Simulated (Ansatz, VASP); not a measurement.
Zr: VASP beside Ansatz

The input INCAR:

```
SYSTEM = Zr
ALGO = Normal ; EDIFF = 1E-6
ENCUT = 520 ; GGA = PE
ISIF = 2 ; ISMEAR = -1
LASPH = .TRUE. ; LCHARG = .FALSE.
LREAL = .FALSE. ; LWAVE = .FALSE.
NBANDS = 19 ; NELM = 60
PREC = Accurate ; SIGMA = 0.03
```

Contents of KPOINTS:

```
k-points
0
G
  13 13 7
  0 0 0
```

POSCAR

```
Zr
1.0
    3.2319982225      0.0000000000      0.0000000000
   -1.6159991112      2.7989925656      0.0000000000
    0.0000000000      0.0000000000      5.1470000000
Zr
2
Direct
    0.3333333333      0.6666666667      0.2500000000
    0.6666666667      0.3333333333      0.7500000000
```

Input for Ansatz:

```yaml
crystal:
  lattice:
    - [3.2319982225, 0.0, 0.0]
    - [-1.6159991112, 2.7989925656, 0.0]
    - [0.0, 0.0, 5.147]
  atoms:
    - { symbol: Zr, position: [0.3333333333, 0.6666666667, 0.25] }
    - { symbol: Zr, position: [0.6666666667, 0.3333333333, 0.75] }
kpoints:
  mp_grid: { grid: [13, 13, 7] }
  band_path:
    path:
      - [0.0, 0.0, 0.0]
      - [0.5, 0.0, 0.0]
      - [0.3333333333, 0.3333333333, 0.0]
      - [0.0, 0.0, 0.0]
      - [0.0, 0.0, 0.5]
      - [0.5, 0.0, 0.5]
      - [0.3333333333, 0.3333333333, 0.5]
      - [0.0, 0.0, 0.5]
      - [0.5, 0.0, 0.5]
    npoints: 5
scf:
  occupations: { method: fermi_dirac, width: 0.03 }
hamiltonian:
  xc: pbe
  pseudopotentials:
    kind: all_electron
    lapw: { basis_error: 0.00025 }
    relativity: none
output:
  forces: true
  stress: true
  eigenvalues: true
```

Alike in both runs: task single point; functional PBE; k mesh 13 × 13 × 7; occupations fermi-dirac, width 0.03 eV; no spin polarisation.

```csv
,VASP,Ansatz
version,VASP 6.6.1,Ansatz 0.2.0
potentials or method,"VASP PAW PBE potentials, release 64 (Zr_sv), cutoff 520 eV","all-electron LAPW, non-relativistic"
```

```csv
,VASP,Ansatz,Ansatz less VASP
pressure (GPa),0.5,0.5,-0.03
"traceless stress, the component that is largest in VASP (GPa)",0.58,0.79,+0.208
```

Ansatz ran all-electron here, and VASP with PAW potentials.
